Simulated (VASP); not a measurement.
# Ag (Pm-3m) in VASP: further runs

Runs on Ag. Level: PBE. Tasks: single point.

All numbers are computed with VASP 6.6.1; they aren't measurements. Logs are shortened: lines on timing, memory, paths and dates and some standing lists are left out, and cuts for length are marked.

### 1 The cell of the first run

The structure is cubic, space group Pm-3m (No. 221). Conventional cell: a = 2.676 Å, b = 2.676 Å, c = 2.676 Å, α = 90.00°, β = 90.00°, γ = 90.00°. Ag (site symmetry m-3m) has 6 Ag at 2.68 Å within 3.5 Å.

### 2 Single point, PBE (volume scaled by 0.92)

The input, INCAR:

```
PREC = Accurate
ENCUT = 520
EDIFF = 1E-6
ISMEAR = -1
SIGMA = 0.08
LREAL = False
LASPH = True
NELM = 60
ALGO = Normal
ISIF = 2
LWAVE = False
LCHARG = False
GGA = PE
NBANDS = 12
```

The input, KPOINTS:

```
regular mesh
0
Gamma
  16 16 16
```

The input, POSCAR:

```
Ag
1.0
    2.6756710315      0.0000000000      0.0000000000
    0.0000000000      2.6756710315      0.0000000000
    0.0000000000      0.0000000000      2.6756710315
Ag
1
Direct
    0.0000000000      0.0000000000      0.0000000000
```

Potentials or basis: VASP PAW PBE potentials, release 64 (Ag).

On the command line:

```bash
$ cat potpaw_PBE.64/Ag/POTCAR > POTCAR
$ mpirun -np 1 vasp_std > vasp.out
```

OUTCAR:

```text
PREC = Accurate
   ENCUT = 520
   EDIFF = 1E-6
   ISMEAR = -1
   LREAL = False
   LASPH = True
   NELM = 60
   ISIF = 2
   GGA = PE

 ion  position               nearest neighbor table
   1  0.000  0.000  0.000-

  LATTYP: Found a simple cubic cell.
 ALAT       =     2.6756710315

  Lattice vectors:

 A1 = (   2.6756710315,   0.0000000000,   0.0000000000)
 A2 = (   0.0000000000,   2.6756710315,   0.0000000000)
 A3 = (   0.0000000000,   0.0000000000,   2.6756710315)

Analysis of symmetry for initial positions (statically):
=====================================================================
 Subroutine PRICEL returns:
 Original cell was already a primitive cell.

 Routine SETGRP: Setting up the symmetry group for a
 simple cubic supercell.

 Subroutine GETGRP returns: Found 48 space group operations
 (whereof 48 operations were pure point group operations)
 out of a pool of 48 trial point group operations.

The static configuration has the point symmetry O_h .

Analysis of symmetry for dynamics (positions and initial velocities):
=====================================================================
 Subroutine PRICEL returns:
 Original cell was already a primitive cell.

 Routine SETGRP: Setting up the symmetry group for a
 simple cubic supercell.

 Subroutine GETGRP returns: Found 48 space group operations
 (whereof 48 operations were pure point group operations)
 out of a pool of 48 trial point group operations.

The dynamic configuration has the point symmetry O_h .

 Subroutine INISYM returns: Found 48 space group operations
 (whereof 48 operations are pure point group operations),
 and found     1 'primitive' translations

----------------------------------------------------------------------------------------

                                     Primitive cell

  volume of cell :      19.1557

  direct lattice vectors                    reciprocal lattice vectors
     2.675671031  0.000000000  0.000000000     0.373738022  0.000000000  0.000000000
     0.000000000  2.675671031  0.000000000     0.000000000  0.373738022  0.000000000
     0.000000000  0.000000000  2.675671031     0.000000000  0.000000000  0.373738022

  length of vectors
     2.675671031  2.675671031  2.675671031     0.373738022  0.373738022  0.373738022

[... 77 lines left out ...]
   NELM   =     60;   NELMIN=  2; NELMDL= -5     # of ELM steps
   EDIFF  = 0.1E-05   stopping-criterion for ELM
   LREAL  =      F    real-space projection
   EDIFFG = 0.1E-04   stopping-criterion for IOM
   NSW    =      0    number of steps for IOM
   IBRION =     -1    ionic relax: 0-MD 1-quasi-New 2-CG
   NFREE  =      0    steps in history (QN), initial steepest desc. (CG)
   ISIF   =      2    stress and relaxation
   ISYM   =      2    0-nonsym 1-usesym 2-fastsym
   POTIM  = 0.5000    time-step for ionic-motion
   TEBEG  =    0.0;   TEEND  =   0.0 temperature during run
   PSTRESS=    0.0 pullay stress
   NELECT =      11.0000    total number of electrons
   NUPDOWN=      -1.0000    fix difference up-down
   EMIN   =  10.00;   EMAX   =-10.00  energy-range for DOS
   EFERMI =   0.00;   METHOD = LEGACY
   ISMEAR =    -1;   SIGMA  =   0.08  broadening in eV -4-tet -1-fermi 0-gaus
   EFERMI_NEDOS =   21; number of points for ismear=-14 and -15
   IALGO  =     38    algorithm
   IMIX   =      4    mixing-type and parameters
     AMIX     =   0.40;   BMIX     =  1.00
     AMIX_MAG =   1.60;   BMIX_MAG =  1.00
  volume/ion in A,a.u.               =      19.16       129.27
  Fermi-wavevector in a.u.,A,eV,Ry     =   1.360733  2.571413 25.192481  1.851595
  Thomas-Fermi vector in A             =   2.487370
   LORBIT       =      0    0 simple, 1 ext, 2 COOP (PROOUT), +10 PAW based schemes
   GGA     = PE    functional components
   LHFCALC =     F    Hartree Fock is set to
   AEXX    =    0.0000 exact exchange contribution
   IVDW    =     0    specifies the selected vdW correction
   LEPSILON=     F    determine dielectric tensor
   LRPA    =     F    only Hartree local field effects (RPA)
 non-spin polarized calculation
  energy-cutoff  :      520.00
  volume of cell :       19.16
 maximum number of plane-waves:       552
 NGX is ok and might be reduce to    20
   NGX =  9   NGY =  9   NGZ =  9

 number of electron      10.9999989 magnetization

 Free energy of the ion-electron system (eV)
  ---------------------------------------------------
  ext. energy  EPLUGINS =         0.00000000
  ---------------------------------------------------
  free energy    TOTEN  =        -2.35761813 eV

  energy without entropy =       -2.35213158  energy(sigma->0) =       -2.35487485

 E-fermi :   6.8425     XC(G=0): -11.4333

 val. band max:        6.8155134577   @ k =   0.3750   0.2500   0.1875
 cond. band min:       6.8729962455   @ k =   0.5000   0.1250   0.0000
 fundamental gap:      0.0574827878
 Fermi energy:         6.8425151377

 k-point     1 :       0.0000    0.0000    0.0000
  band No.  band energies     occupation
      1       0.0077      2.00000
      2       0.7516      2.00000
      3       0.7516      2.00000
      4       4.0748      2.00000
      5       4.0748      2.00000
      6       4.0748      2.00000
      7      21.3823      0.00000
      8      21.3823      0.00000
      9      21.3823      0.00000
     10      26.8320      0.00000
     11      26.8320      0.00000
     12      27.2920      0.00000
[... 331 lines left out ...]
 k-point    24 :       0.5000    0.1250    0.0000
  band No.  band energies     occupation
      1       1.2203      2.00000
      2       1.7859      2.00000
      3       2.4619      2.00000
      4       3.0138      2.00000
      5       4.0174      2.00000
      6       6.8730      0.81176
      7       8.9391      0.00000
      8      23.2288      0.00000
      9      24.4346      0.00000
     10      25.7158      0.00000
     11      27.6329      0.00000
     12      30.8108      0.00000

 [... further k-points ...]
[... 5 lines left out ...]
  --------------------------------------------------------------------------------------
  -------------------------------------------------------------------------------------
  Total        0.8200323      0.8200323      0.8200323     -0.0000000     -0.0000000      0.0000000
  in kB       68.5872506     68.5872506     68.5872506     -0.0000000     -0.0000000      0.0000000
  external PRESSURE =      68.5872506 kB  Pullay stress =       0.0000000 kB

 VOLUME and BASIS-vectors are now :
 -----------------------------------------------------------------------------
  energy-cutoff  :      520.00
  volume of cell :       19.16
      direct lattice vectors                 reciprocal lattice vectors
     2.675671031  0.000000000  0.000000000     0.373738022  0.000000000  0.000000000
     0.000000000  2.675671031  0.000000000     0.000000000  0.373738022  0.000000000
     0.000000000  0.000000000  2.675671031     0.000000000  0.000000000  0.373738022

 POSITION                                       TOTAL-FORCE (eV/Angst)
 -----------------------------------------------------------------------------------
      0.00000      0.00000      0.00000         0.000000      0.000000      0.000000
 -----------------------------------------------------------------------------------
    total drift:                               -0.000000      0.000000      0.000000

  FREE ENERGIE OF THE ION-ELECTRON SYSTEM (eV)
  ---------------------------------------------------
  free  energy   TOTEN  =        -2.3576181307 eV

  energy  without entropy=       -2.3521315752  energy(sigma->0) =       -2.35487485
```

It took 17 s on 1 thread of Intel Xeon 6975P-C, shared host; peak memory 0.15 GiB.

What came out:

| Item | Value |
| --- | --- |
| Free energy | -2.3576 eV |
| Pressure | 6.9 GPa |

### 3 Single point, PBE (volume scaled by 0.92)

The input, INCAR:

```
SYSTEM = Ag
ALGO = Normal ; EDIFF = 1E-7
ENCUT = 520 ; GGA = PE
ISIF = 2 ; ISMEAR = -1
LASPH = .TRUE. ; LCHARG = .FALSE.
LREAL = .FALSE. ; LWAVE = .FALSE.
NBANDS = 12 ; NELM = 100
PREC = Accurate ; SIGMA = 0.08
```

The input, KPOINTS:

```
k-points
0
G
  16 16 16
  0 0 0
```

POSCAR is that of step 2.

Potentials or basis: VASP PAW PBE potentials, release 64 (Ag).

On the command line:

```bash
$ cat potpaw_PBE.64/Ag/POTCAR > POTCAR
$ mpirun -np 1 vasp_std > vasp.out
```

OUTCAR:

```text
SYSTEM = Ag
   EDIFF = 1E-7
   ENCUT = 520
   GGA = PE
   ISIF = 2
   ISMEAR = -1
   LASPH = .TRUE.
   LREAL = .FALSE.
   NELM = 100
   PREC = Accurate

 ion  position               nearest neighbor table
   1  0.000  0.000  0.000-

  LATTYP: Found a simple cubic cell.
 ALAT       =     2.6756710315

  Lattice vectors:

 A1 = (   2.6756710315,   0.0000000000,   0.0000000000)
 A2 = (   0.0000000000,   2.6756710315,   0.0000000000)
 A3 = (   0.0000000000,   0.0000000000,   2.6756710315)

Analysis of symmetry for initial positions (statically):
=====================================================================
 Subroutine PRICEL returns:
 Original cell was already a primitive cell.

 Routine SETGRP: Setting up the symmetry group for a
 simple cubic supercell.

 Subroutine GETGRP returns: Found 48 space group operations
 (whereof 48 operations were pure point group operations)
 out of a pool of 48 trial point group operations.

The static configuration has the point symmetry O_h .

Analysis of symmetry for dynamics (positions and initial velocities):
=====================================================================
 Subroutine PRICEL returns:
 Original cell was already a primitive cell.

 Routine SETGRP: Setting up the symmetry group for a
 simple cubic supercell.

 Subroutine GETGRP returns: Found 48 space group operations
 (whereof 48 operations were pure point group operations)
 out of a pool of 48 trial point group operations.

The dynamic configuration has the point symmetry O_h .

 Subroutine INISYM returns: Found 48 space group operations
 (whereof 48 operations are pure point group operations),
 and found     1 'primitive' translations

----------------------------------------------------------------------------------------

                                     Primitive cell

  volume of cell :      19.1557

  direct lattice vectors                    reciprocal lattice vectors
     2.675671031  0.000000000  0.000000000     0.373738022  0.000000000  0.000000000
     0.000000000  2.675671031  0.000000000     0.000000000  0.373738022  0.000000000
     0.000000000  0.000000000  2.675671031     0.000000000  0.000000000  0.373738022

  length of vectors
     2.675671031  2.675671031  2.675671031     0.373738022  0.373738022  0.373738022

  position of ions in fractional coordinates (direct lattice)
     0.000000000  0.000000000  0.000000000

  ion indices of the primitive-cell ions
   primitive index   ion index
                 1           1

----------------------------------------------------------------------------------------

 KPOINTS: k-points

Automatic generation of k-mesh.
 Grid dimensions read from file:
 generate k-points for:   16   16   16

 Generating k-lattice:

  Cartesian coordinates                     Fractional coordinates (reciprocal lattice)
     0.023358626  0.000000000  0.000000000     0.062500000  0.000000000  0.000000000
     0.000000000  0.023358626  0.000000000     0.000000000  0.062500000  0.000000000
     0.000000000  0.000000000  0.023358626     0.000000000  0.000000000  0.062500000

  Length of vectors
     0.023358626  0.023358626  0.023358626

  Shift w.r.t. Gamma in fractional coordinates (k-lattice)
     0.000000000  0.000000000  0.000000000

 Subroutine IBZKPT returns following result:
 ===========================================

 Found    165 irreducible k-points:

 Following reciprocal coordinates:
            Coordinates               Weight
  0.000000  0.000000  0.000000      1.000000
  0.062500  0.000000  0.000000      6.000000
  0.125000  0.000000  0.000000      6.000000
  0.187500  0.000000  0.000000      6.000000
  0.250000  0.000000  0.000000      6.000000
  0.312500  0.000000  0.000000      6.000000
[... 16 lines left out ...]
  0.437500  0.125000  0.000000     24.000000
  0.500000  0.125000  0.000000     12.000000
 [... further k-points ...]
   k-points           NKPTS =    165   k-points in BZ     NKDIM =    165   number of bands    NBANDS=     12
   number of dos      NEDOS =    301   number of ions     NIONS =      1
   total plane-waves  NPLWV =   8000
   dimension x,y,z NGX =    20 NGY =   20 NGZ =   20
   dimension x,y,z NGXF=    40 NGYF=   40 NGZF=   40
   ions per type =               1
   NGX,Y,Z   is equivalent  to a cutoff of  12.43, 12.43, 12.43 a.u.
   NGXF,Y,Z  is equivalent  to a cutoff of  24.85, 24.85, 24.85 a.u.
 SYSTEM =  Ag
   PREC   = accura    normal or accurate (medium, high low for compatibility)
   ISTART =      0    job   : 0-new  1-cont  2-samecut
   ICHARG =      2    charge: 1-file 2-atom 10-const
   ISPIN  =      1    spin polarized calculation?
   LNONCOLLINEAR =      F non collinear calculations
   LSORBIT =      F    spin-orbit coupling
   LASPH  =      T    aspherical Exc in radial PAW
   ENCUT  =  520.0 eV  38.22 Ry    6.18 a.u.   4.97  4.97  4.97*2*pi/ulx,y,z
   NELM   =    100;   NELMIN=  2; NELMDL= -5     # of ELM steps
   EDIFF  = 0.1E-06   stopping-criterion for ELM
   LREAL  =      F    real-space projection
   EDIFFG = 0.1E-05   stopping-criterion for IOM
   NSW    =      0    number of steps for IOM
   IBRION =     -1    ionic relax: 0-MD 1-quasi-New 2-CG
   NFREE  =      0    steps in history (QN), initial steepest desc. (CG)
   ISIF   =      2    stress and relaxation
   ISYM   =      2    0-nonsym 1-usesym 2-fastsym
   POTIM  = 0.5000    time-step for ionic-motion
   TEBEG  =    0.0;   TEEND  =   0.0 temperature during run
   PSTRESS=    0.0 pullay stress
   NELECT =      11.0000    total number of electrons
   NUPDOWN=      -1.0000    fix difference up-down
   EMIN   =  10.00;   EMAX   =-10.00  energy-range for DOS
   EFERMI =   0.00;   METHOD = LEGACY
   ISMEAR =    -1;   SIGMA  =   0.08  broadening in eV -4-tet -1-fermi 0-gaus
   EFERMI_NEDOS =   21; number of points for ismear=-14 and -15
   IALGO  =     38    algorithm
   IMIX   =      4    mixing-type and parameters
     AMIX     =   0.40;   BMIX     =  1.00
     AMIX_MAG =   1.60;   BMIX_MAG =  1.00
  volume/ion in A,a.u.               =      19.16       129.27
  Fermi-wavevector in a.u.,A,eV,Ry     =   1.360733  2.571413 25.192481  1.851595
  Thomas-Fermi vector in A             =   2.487370
   LORBIT       =      0    0 simple, 1 ext, 2 COOP (PROOUT), +10 PAW based schemes
   GGA     = PE    functional components
   LHFCALC =     F    Hartree Fock is set to
   AEXX    =    0.0000 exact exchange contribution
   IVDW    =     0    specifies the selected vdW correction
   LEPSILON=     F    determine dielectric tensor
   LRPA    =     F    only Hartree local field effects (RPA)
 non-spin polarized calculation
  energy-cutoff  :      520.00
  volume of cell :       19.16
 maximum number of plane-waves:       552
 NGX is ok and might be reduce to    20
   NGX =  9   NGY =  9   NGZ =  9

 number of electron      10.9999989 magnetization

 Free energy of the ion-electron system (eV)
  ---------------------------------------------------
  ext. energy  EPLUGINS =         0.00000000
  ---------------------------------------------------
  free energy    TOTEN  =        -2.35761809 eV

  energy without entropy =       -2.35213152  energy(sigma->0) =       -2.35487480

 E-fermi :   6.8425     XC(G=0): -11.4334

 val. band max:        6.8154692310   @ k =   0.3750   0.2500   0.1875
 cond. band min:       6.8729411252   @ k =   0.5000   0.1250   0.0000
 fundamental gap:      0.0574718942
 Fermi energy:         6.8424685595

 k-point     1 :       0.0000    0.0000    0.0000
  band No.  band energies     occupation
      1       0.0076      2.00000
      2       0.7516      2.00000
      3       0.7516      2.00000
      4       4.0747      2.00000
      5       4.0747      2.00000
      6       4.0747      2.00000
      7      21.3823      0.00000
      8      21.3823      0.00000
      9      21.3823      0.00000
     10      26.8320      0.00000
     11      26.8320      0.00000
     12      27.2918      0.00000

 k-point     2 :       0.0625    0.0000    0.0000
  band No.  band energies     occupation
      1       0.0993      2.00000
      2       0.7639      2.00000
      3       0.8163      2.00000
      4       4.0286      2.00000
      5       4.0286      2.00000
      6       4.0785      2.00000
      7      20.4778      0.00000
      8      21.5253      0.00000
      9      21.5253      0.00000
     10      26.7217      0.00000
     11      27.0396      0.00000
     12      28.1127      0.00000
[... 316 lines left out ...]
 k-point    24 :       0.5000    0.1250    0.0000
  band No.  band energies     occupation
      1       1.2202      2.00000
      2       1.7859      2.00000
      3       2.4619      2.00000
      4       3.0138      2.00000
      5       4.0174      2.00000
      6       6.8729      0.81182
      7       8.9390      0.00000
      8      23.2288      0.00000
      9      24.4346      0.00000
     10      25.7157      0.00000
     11      27.6328      0.00000
     12      30.8108      0.00000

 [... further k-points ...]
[... 5 lines left out ...]
  --------------------------------------------------------------------------------------
  -------------------------------------------------------------------------------------
  Total        0.8203941      0.8203941      0.8203941      0.0000000      0.0000000      0.0000000
  in kB       68.6175142     68.6175142     68.6175142      0.0000000      0.0000000      0.0000000
  external PRESSURE =      68.6175142 kB  Pullay stress =       0.0000000 kB

 VOLUME and BASIS-vectors are now :
 -----------------------------------------------------------------------------
  energy-cutoff  :      520.00
  volume of cell :       19.16
      direct lattice vectors                 reciprocal lattice vectors
     2.675671031  0.000000000  0.000000000     0.373738022  0.000000000  0.000000000
     0.000000000  2.675671031  0.000000000     0.000000000  0.373738022  0.000000000
     0.000000000  0.000000000  2.675671031     0.000000000  0.000000000  0.373738022

 POSITION                                       TOTAL-FORCE (eV/Angst)
 -----------------------------------------------------------------------------------
      0.00000      0.00000      0.00000         0.000000      0.000000      0.000000
 -----------------------------------------------------------------------------------
    total drift:                               -0.000000      0.000000      0.000000

  FREE ENERGIE OF THE ION-ELECTRON SYSTEM (eV)
  ---------------------------------------------------
  free  energy   TOTEN  =        -2.3576180918 eV

  energy  without entropy=       -2.3521315160  energy(sigma->0) =       -2.35487480
```

stdout:

```text
POSCAR found type information on POSCAR Ag
 POSCAR found :  1 types and       1 ions
 scaLAPACK will be used
 LDA part: xc-table for (Slater+PW92), standard interpolation
 POSCAR, INCAR and KPOINTS ok, starting setup
 FFT: planning ... GRIDC
 FFT: planning ... GRID_SOFT
 FFT: planning ... GRID
 WAVECAR not read
 entering main loop
```

Wall time 14 s (1 thread of Intel Xeon 6975P-C, shared host); peak memory 0.15 GiB.

Results:

```yaml
Free_energy: -2.3576 eV
Pressure: 6.9 GPa
```
